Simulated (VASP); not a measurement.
# P in VASP: further runs

Runs on P. Level: PBE+D3(BJ). Tasks: relaxation of the atoms.

All numbers are computed with VASP 6.6.1; they aren't measurements. Logs are shortened: lines on timing, memory, paths and dates and some standing lists are left out, and cuts for length are marked.

## Step 1: The cell of the first run

The cell holds a slab with vacuum, 2 atoms: a = 3.384 Å, b = 3.384 Å, c = 28.000 Å, α = 90.00°, β = 90.00°, γ = 120.00°.

## Step 2: Relaxation of the atoms, PBE+D3(BJ) (biaxial strain +0.040)

File INCAR:

```
  PREC = Accurate
  ENCUT = 520
  EDIFF = 1E-6
  ISMEAR = 0
  SIGMA = 0.02
  LREAL = F
  LASPH = T
  NELM = 80
  ALGO = Normal
  ISIF = 2
  LWAVE = F
  LCHARG = F
  LDIPOL = T
  IDIPOL = 3
  DIPOL = 0.5 0.5 0.500
  GGA = PE
  IVDW = 12
  IBRION = 2
  NSW = 60
  EDIFFG = -0.01
```

File KPOINTS:

```
Automatic mesh
0
Gamma
  9 9 1
```

File POSCAR:

```
P
1.0
    3.3842174567      0.0000000000      0.0000000000
   -1.6921087284      2.9308182894      0.0000000000
    0.0000000000      0.0000000000     28.0000000000
P
2
Direct
    0.3333333333      0.6666666667      0.5222365346
    0.6666666667      0.3333333333      0.4777634654
```

Potentials or basis: VASP PAW PBE potentials, release 64 (P).

Started as:

```console
> cat potpaw_PBE.64/P/POTCAR > POTCAR
> mpirun -np 1 vasp_std > vasp.out
```

OUTCAR:

```text
PREC = Accurate
   ENCUT = 520
   EDIFF = 1E-6
   ISMEAR = 0
   LREAL = F
   LASPH = T
   NELM = 80
   ISIF = 2
   GGA = PE
   IVDW = 12
   IBRION = 2
   NSW = 60
   EDIFFG = -0.01
 IVDW          = 12

 ion  position               nearest neighbor table
   1  0.333  0.667  0.522-   2 2.32   2 2.32   2 2.32
   2  0.667  0.333  0.478-   1 2.32   1 2.32   1 2.32

  LATTYP: Found a hexagonal cell.
 ALAT       =     3.3842174567
 C/A-ratio  =     8.2737000084

  Lattice vectors:

 A1 = (   3.3842174567,   0.0000000000,   0.0000000000)
 A2 = (  -1.6921087284,   2.9308182894,   0.0000000000)
 A3 = (   0.0000000000,   0.0000000000,  28.0000000000)

Analysis of symmetry for initial positions (statically):
=====================================================================
 Subroutine PRICEL returns:
 Original cell was already a primitive cell.

 Routine SETGRP: Setting up the symmetry group for a
 hexagonal supercell.

 Subroutine GETGRP returns: Found 12 space group operations
 (whereof 12 operations were pure point group operations)
 out of a pool of 24 trial point group operations.

The static configuration has the point symmetry D_3d.

Analysis of symmetry for dynamics (positions and initial velocities):
=====================================================================
 Subroutine PRICEL returns:
 Original cell was already a primitive cell.

 Routine SETGRP: Setting up the symmetry group for a
 hexagonal supercell.

 Subroutine GETGRP returns: Found 12 space group operations
 (whereof 12 operations were pure point group operations)
 out of a pool of 24 trial point group operations.

The dynamic configuration has the point symmetry D_3d.

 Subroutine INISYM returns: Found 12 space group operations
 (whereof 12 operations are pure point group operations),
 and found     1 'primitive' translations

----------------------------------------------------------------------------------------

                                     Primitive cell

  volume of cell :     277.7187

  direct lattice vectors                    reciprocal lattice vectors
     3.384217457  0.000000000  0.000000000     0.295489286  0.170600819  0.000000000
    -1.692108728  2.930818289  0.000000000     0.000000000  0.341201638  0.000000000
     0.000000000  0.000000000 28.000000000     0.000000000  0.000000000  0.035714286

  length of vectors
     3.384217457  3.384217457 28.000000000     0.341201638  0.341201638  0.035714286

  position of ions in fractional coordinates (direct lattice)
     0.333333333  0.666666667  0.522236535
     0.666666667  0.333333333  0.477763465

  ion indices of the primitive-cell ions
   primitive index   ion index
                 1           1
                 2           2

----------------------------------------------------------------------------------------

 KPOINTS: Automatic mesh

Automatic generation of k-mesh.
 Grid dimensions read from file:
 generate k-points for:    9    9    1

 Generating k-lattice:

  Cartesian coordinates                     Fractional coordinates (reciprocal lattice)
     0.032832143  0.018955647  0.000000000     0.111111111  0.000000000  0.000000000
     0.000000000  0.037911293  0.000000000     0.000000000  0.111111111  0.000000000
     0.000000000  0.000000000  0.035714286     0.000000000  0.000000000  1.000000000

  Length of vectors
     0.037911293  0.037911293  0.035714286

  Shift w.r.t. Gamma in fractional coordinates (k-lattice)
     0.000000000  0.000000000  0.000000000

 Subroutine IBZKPT returns following result:
 ===========================================

 Found     12 irreducible k-points:

 Following reciprocal coordinates:
            Coordinates               Weight
  0.000000  0.000000  0.000000      1.000000
  0.111111 -0.000000  0.000000      6.000000
  0.222222 -0.000000  0.000000      6.000000
  0.333333  0.000000  0.000000      6.000000
  0.444444 -0.000000  0.000000      6.000000
  0.111111  0.111111  0.000000      6.000000
  0.222222  0.111111  0.000000     12.000000
  0.333333  0.111111  0.000000     12.000000
  0.444444  0.111111  0.000000      6.000000
  0.222222  0.222222  0.000000      6.000000
  0.333333  0.222222  0.000000     12.000000
  0.333333  0.333333  0.000000      2.000000
   k-points           NKPTS =     12   k-points in BZ     NKDIM =     12   number of bands    NBANDS=      9
   number of dos      NEDOS =    301   number of ions     NIONS =      2
   total plane-waves  NPLWV = 164640
   dimension x,y,z NGX =    28 NGY =   28 NGZ =  210
   dimension x,y,z NGXF=    56 NGYF=   56 NGZF=  420
   ions per type =               2
   NGX,Y,Z   is equivalent  to a cutoff of  13.75, 13.75, 12.47 a.u.
   NGXF,Y,Z  is equivalent  to a cutoff of  27.51, 27.51, 24.94 a.u.
 SYSTEM =  unknown system
   PREC   = accura    normal or accurate (medium, high low for compatibility)
   ISTART =      0    job   : 0-new  1-cont  2-samecut
   ICHARG =      2    charge: 1-file 2-atom 10-const
   ISPIN  =      1    spin polarized calculation?
   LNONCOLLINEAR =      F non collinear calculations
   LSORBIT =      F    spin-orbit coupling
   LASPH  =      T    aspherical Exc in radial PAW
   ENCUT  =  520.0 eV  38.22 Ry    6.18 a.u.   6.29  6.29 52.06*2*pi/ulx,y,z
   NELM   =     80;   NELMIN=  2; NELMDL= -5     # of ELM steps
   EDIFF  = 0.1E-05   stopping-criterion for ELM
   LREAL  =      F    real-space projection
   EDIFFG = -.1E-01   stopping-criterion for IOM
   NSW    =     60    number of steps for IOM
   IBRION =      2    ionic relax: 0-MD 1-quasi-New 2-CG
   NFREE  =      1    steps in history (QN), initial steepest desc. (CG)
   ISIF   =      2    stress and relaxation
   ISYM   =      2    0-nonsym 1-usesym 2-fastsym
   POTIM  = 0.5000    time-step for ionic-motion
   TEBEG  =    0.0;   TEEND  =   0.0 temperature during run
   PSTRESS=    0.0 pullay stress
   NELECT =      10.0000    total number of electrons
   NUPDOWN=      -1.0000    fix difference up-down
   EMIN   =  10.00;   EMAX   =-10.00  energy-range for DOS
   EFERMI =   0.00;   METHOD = LEGACY
   ISMEAR =     0;   SIGMA  =   0.02  broadening in eV -4-tet -1-fermi 0-gaus
   EFERMI_NEDOS =   21; number of points for ismear=-14 and -15
   IALGO  =     38    algorithm
   IMIX   =      4    mixing-type and parameters
     AMIX     =   0.40;   BMIX     =  1.00
     AMIX_MAG =   1.60;   BMIX_MAG =  1.00
  volume/ion in A,a.u.               =     138.86       937.07
  Fermi-wavevector in a.u.,A,eV,Ry     =   0.540596  1.021579  3.976227  0.292244
  Thomas-Fermi vector in A             =   1.567799
   LORBIT       =      0    0 simple, 1 ext, 2 COOP (PROOUT), +10 PAW based schemes
   GGA     = PE    functional components
   LHFCALC =     F    Hartree Fock is set to
   AEXX    =    0.0000 exact exchange contribution
   IVDW    =    12    specifies the selected vdW correction
   LEPSILON=     F    determine dielectric tensor
   LRPA    =     F    only Hartree local field effects (RPA)
 conjugate gradient relaxation of ions
 non-spin polarized calculation
 Gauss-broadening in eV      SIGMA  =   0.02
  energy-cutoff  :      520.00
  volume of cell :      277.72
 maximum number of plane-waves:      7545
 NGX is ok and might be reduce to    28
   NGX = 13   NGY = 13   NGZ =105

--------------------------------------- Ionic step        1  -------------------------------------------

 number of electron      10.0000001 magnetization

 Free energy of the ion-electron system (eV)
  ---------------------------------------------------
  ext. energy  EPLUGINS =         0.00000000
  ---------------------------------------------------
  free energy    TOTEN  =       -10.67606403 eV

  energy without entropy =      -10.67606403  energy(sigma->0) =      -10.67606403

------------------------ aborting loop because EDIFF is reached ----------------------------------------

 Edisp (eV)   -0.39410

 E8    (eV) :    -0.1612
[... 31 lines left out ...]
--------------------------------------- Ionic step        2  -------------------------------------------

 number of electron      10.0000000 magnetization

 dipolmoment           0.000000      0.000000     -0.000000 electrons x Angstroem

------------------------ aborting loop because EDIFF is reached ----------------------------------------

 Edisp (eV)   -0.39527

 E8    (eV) :    -0.1617
[... 31 lines left out ...]
--------------------------------------- Ionic step        3  -------------------------------------------

 number of electron      10.0000000 magnetization

 dipolmoment           0.000000      0.000000      0.000000 electrons x Angstroem

 Free energy of the ion-electron system (eV)
  ---------------------------------------------------
  ext. energy  EPLUGINS =         0.00000000
  ---------------------------------------------------
  free energy    TOTEN  =       -10.68280264 eV

  energy without entropy =      -10.68280264  energy(sigma->0) =      -10.68280264

 E-fermi :  -4.3613     XC(G=0):  -1.8558

 val. band max:       -4.5053023813   @ k =   0.2222  -0.0000   0.0000
 cond. band min:      -2.7744445725   @ k =   0.3333   0.0000   0.0000
 fundamental gap:      1.7308578088
 Fermi energy:        -4.3613103302

 k-point     1 :       0.0000    0.0000    0.0000
  band No.  band energies     occupation
      1     -18.2932      2.00000
      2     -10.7213      2.00000
      3      -5.1026      2.00000
      4      -5.1026      2.00000
      5      -4.7112      2.00000
      6      -1.7020      0.00000
      7      -1.0610      0.00000
      8      -1.0610      0.00000
      9       0.8348      0.00000
[... 121 lines left out ...]
 k-point    12 :       0.3333    0.3333    0.0000
  band No.  band energies     occupation
      1     -14.1975      2.00000
      2     -14.1975      2.00000
      3      -9.7091      2.00000
      4      -6.2635      2.00000
      5      -6.2635      2.00000
      6      -2.1949      0.00000
      7       0.8908      0.00000
      8       0.8908      0.00000
      9       3.4824      0.00000

------------------------ aborting loop because EDIFF is reached ----------------------------------------

 vacuum level on the upper side and lower side of the slab       (xc-potential included)        -0.163        -0.163

 Edisp (eV)   -0.39494

 E8    (eV) :    -0.1615

  FORCE on cell =-STRESS in cart. coord.  units (eV):
  Direction    XX          YY          ZZ          XY          YZ          ZX
  --------------------------------------------------------------------------------------
  -------------------------------------------------------------------------------------
  Total      -1.91806    -1.91806    -0.00075     0.00000     0.00000     0.00000
  in kB     -11.06543   -11.06543    -0.00432     0.00000     0.00000     0.00000
  external pressure =       -7.38 kB  Pullay stress =        0.00 kB
[... 17 lines left out ...]
  FREE ENERGIE OF THE ION-ELECTRON SYSTEM (eV)
  ---------------------------------------------------
  free  energy   TOTEN  =       -11.0777414354 eV

  energy  without entropy=      -11.0777414354  energy(sigma->0) =      -11.07774144

 reached required accuracy - stopping structural energy minimisation

 vacuum level on the upper side and lower side of the slab         1.436         1.436
```

Wall time 2.3 min (1 thread of AMD EPYC 7R43 (Zen 3), shared host); peak memory 0.38 GiB.

What came out:

| Property | Result |
| --- | --- |
| Free energy | -11.0777 eV |
| Energy gained by relaxing | 3.8 meV/atom |
| Ionic steps | 3 |
| Band gap on the k mesh | 1.73 eV (least direct gap 2.07 eV) |
| Dispersion energy per atom | -0.197 eV |

Step by step:
| step | energy change (eV) | largest force (eV/Å) | pressure (GPa) |
| --- | --- | --- | --- |
| 1 | 0.0000 | 0.4692 | -0.91 |
| 2 | -0.0063 | 0.1943 | -0.67 |
| 3 | -0.0076 | 0.0010 | -0.74 |

Final structure:
```xyz
2
Lattice="3.3842 0.0000 0.0000 -1.6921 2.9308 0.0000 0.0000 0.0000 28.0000" Properties=species:S:1:pos:R:3 pbc="T T T"
P     0.0000    1.9539   14.6065
P     1.6921    0.9769   13.3935
```

Levels at points of the mesh, in eV from the valence-band top:
```tsv
k point	band 3	band 4	band 5	band 6	band 7	band 8
(0.00, 0.00, 0.00)	-0.60	-0.60	-0.21	2.80	3.44	3.44
```

Caveat: the cell differs from its parent crystal (biaxial strain +0.040).

## Step 3: Relaxation of the atoms, PBE+D3(BJ) (biaxial strain +0.070)

File INCAR:

```
SYSTEM = P
PREC = Accurate
ENCUT = 520
EDIFF = 1E-6
ISMEAR = 0
SIGMA = 0.02
LREAL = .False.
LASPH = .True.
NELM = 60
ALGO = Normal
ISIF = 2
LWAVE = .False.
LCHARG = .False.
LDIPOL = .True.
IDIPOL = 3
DIPOL = 0.5 0.5 0.500
GGA = PE
IVDW = 12
IBRION = 2
NSW = 60
EDIFFG = -0.01
```

File KPOINTS:

```
regular mesh
0
Gamma
  9 9 1
  0 0 0
```

File POSCAR:

```
P
1.0
    3.4818391141      0.0000000000      0.0000000000
   -1.7409195571      3.0153611247      0.0000000000
    0.0000000000      0.0000000000     28.0000000000
P
2
Direct
    0.3333333333      0.6666666667      0.5222365346
    0.6666666667      0.3333333333      0.4777634654
```

Potentials or basis: VASP PAW PBE potentials, release 64 (P).

Started as:

```console
> cat potpaw_PBE.64/P/POTCAR > POTCAR
> mpirun -np 1 vasp_std > vasp.out
```

It took 2.3 min on 1 thread of AMD EPYC 7R43 (Zen 3), shared host; peak memory 0.38 GiB.

It converged, with:

```
Free energy                : -10.9347 eV
Energy gained by relaxing  : 8.3 meV/atom
Ionic steps                : 3
Band gap on the k mesh     : 1.49 eV (least direct gap 1.81 eV)
Dispersion energy per atom : -0.186 eV
```

The path:
| step | energy change (eV) | largest force (eV/Å) | pressure (GPa) |
| --- | --- | --- | --- |
| 1 | 0.0000 | 0.6645 | -1.34 |
| 2 | -0.0152 | 0.1970 | -1.06 |
| 3 | -0.0166 | 0.0010 | -1.13 |

Final structure:
```yaml
crystal:
  lattice:
    - [3.48184, 0.00000, 0.00000]
    - [-1.74092, 3.01536, 0.00000]
    - [0.00000, 0.00000, 28.00000]
  atoms:
    - { symbol: P, position: [0.33333, 0.66667, 0.52135] }
    - { symbol: P, position: [0.66667, 0.33333, 0.47865] }
```

Levels at points of the mesh, in eV from the valence-band top:
| k point | band 3 | band 4 | band 5 | band 6 | band 7 | band 8 |
| --- | --- | --- | --- | --- | --- | --- |
| (0.00, 0.00, 0.00) | -0.98 | -0.98 | -0.12 | 1.95 | 3.03 | 3.03 |

Caveat: the cell differs from its parent crystal (biaxial strain +0.070).
